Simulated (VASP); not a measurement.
Runs of VASP 6.6.1 on MnAs. The structure is that of space group P6_3/mmc (No. 194), or close to it. The cells are those of the table. 

| task | level | potentials or basis | spin | cell | k mesh | cutoff (eV) | gap on the mesh (eV) | pressure (GPa) | moment (μB) |
| --- | --- | --- | --- | --- | --- | --- | --- | --- | --- |
| single point | PBEsol | VASP PAW PBE potentials, release 64 (As, Mn_pv) | collinear, ferromagnetic start | a = 3.685, b = 3.685, c = 5.653 Å, angles 90.0, 90.0, 120.0°, 4 atoms | 8 × 8 × 5 | 520 | none | -7.7 | (b) |
| single point | PBEsol | VASP PAW PBE potentials, release 64 (As, Mn_pv) | collinear, ferromagnetic start | a = 3.783, b = 3.783, c = 5.803 Å, angles 90.0, 90.0, 120.0°, 4 atoms | 8 × 8 × 5 | 520 | none | -10.7 | 6.69 |
| single point | PBEsol | VASP PAW PBE potentials, release 64 (As, Mn_pv) | collinear, ferromagnetic start | a = 3.660, b = 3.660, c = 5.614 Å, angles 90.0, 90.0, 120.0°, 4 atoms | 8 × 8 × 5 | 520 | none | -7.3 | 5.73 |
| single point | PBEsol | VASP PAW PBE potentials, release 64 (As, Mn_pv) | collinear, ferromagnetic start | a = 3.759, b = 3.759, c = 5.766 Å, angles 90.0, 90.0, 120.0°, 4 atoms | 8 × 8 × 5 | 520 | none | -10.1 | (c) |
| relaxation of cell and atoms | revPBE | VASP PAW PBE potentials, release 64 (As, Mn_pv) | collinear, ferromagnetic start | relaxed from a = 3.710, b = 3.710, c = 5.691 Å, angles 90.0, 90.0, 120.0°, 4 atoms | 8 × 8 × 5 | 600 | none | 0.0 | 6.27 |
| single point | LDA | VASP PAW LDA potentials, release 64 (As, Mn_pv) | non-collinear, typed start, SOC | a = 3.710, b = 3.710, c = 5.691 Å, angles 90.0, 90.0, 120.0°, 4 atoms | 6 × 6 × 4 | 520 | - | -14.4 | 5.86 |
| single point | RPBE | VASP PAW PBE potentials, release 64 (As, Mn_pv) | collinear, ferromagnetic start | a = 3.710, b = 3.710, c = 5.691 Å, angles 90.0, 90.0, 120.0°, 4 atoms | 8 × 8 × 5 | 520 | none | 0.2 | (d) |
| single point | RPBE | VASP PAW PBE potentials, release 64 (As, Mn_pv) | collinear, ferromagnetic start | a = 3.747, b = 3.747, c = 5.583 Å, angles 90.0, 90.0, 120.0°, 4 atoms | 8 × 8 × 5 | 520 | none | (a) | 6.36 |

Alike in all rows: smearing fermi-dirac 0.05 eV.

Task: Fill in the values left out.

Result: (a) 0.1; (b) 6.02; (c) 6.52; (d) 6.38.

Caveats: the PAW data sets were made with another functional, which shifts forces and pressure a little (at least some runs); the run started ferromagnetic, and an antiferromagnetic order may lie lower in energy (at least some runs); the cell stands under tension (at least some runs).

A k mesh can miss the band edges, and rows without SOC leave out spin-orbit coupling on As.

A gap of «none» marks levels without a gap at the run's occupations.
